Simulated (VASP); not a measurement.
Sr2SeO:

```
O Sr Se
1.0
     4.07953    0.00000    0.00000
     0.00000    4.07953    0.00000
     0.00000    0.00000    5.76933
O Sr Se
1 2 1
Direct
  0.00000 0.00000 0.00000
  0.00000 0.00000 0.50000
  0.50000 0.50000 0.00000
  0.50000 0.50000 0.50000
```

```yaml
Program: VASP 6.6.1
Task: relaxation of cell and atoms
Functional: PBE
Potentials_or_basis: VASP PAW PBE potentials, release 64 (O, Sr_sv, Se)
Cutoff: 600 eV
k_mesh: 6 × 6 × 4
Occupations: fermi-dirac, width 0.02 eV
Spin: no spin polarisation
```

At the start: pressure 3.3 GPa; volume 24.00 Å³/atom.

**Question.** Where does the relaxation end?

**Answer.** Over 3 steps the energy falls by 14.1 meV/atom and the volume is 25.42 Å³/atom (+5.9 %); space group P4/mmm (No. 123, to 0.05 Å).

The path:
```csv
step,energy change (eV),largest force (eV/Å),pressure (GPa),volume (Å³)
1,0.0000,0.0000,3.33,96.02
2,-0.0533,0.0000,-0.69,103.13
3,-0.0563,0.0000,0.01,101.70
```

Final structure:
```xyz
4
Lattice="4.1567 0.0000 0.0000 0.0000 4.1567 0.0000 0.0000 0.0000 5.8857" Properties=species:S:1:pos:R:3 pbc="T T T"
O     0.0000    0.0000    0.0000
Sr    0.0000    0.0000    2.9429
Sr    2.0784    2.0784    0.0000
Se    2.0784    2.0784    2.9429
```
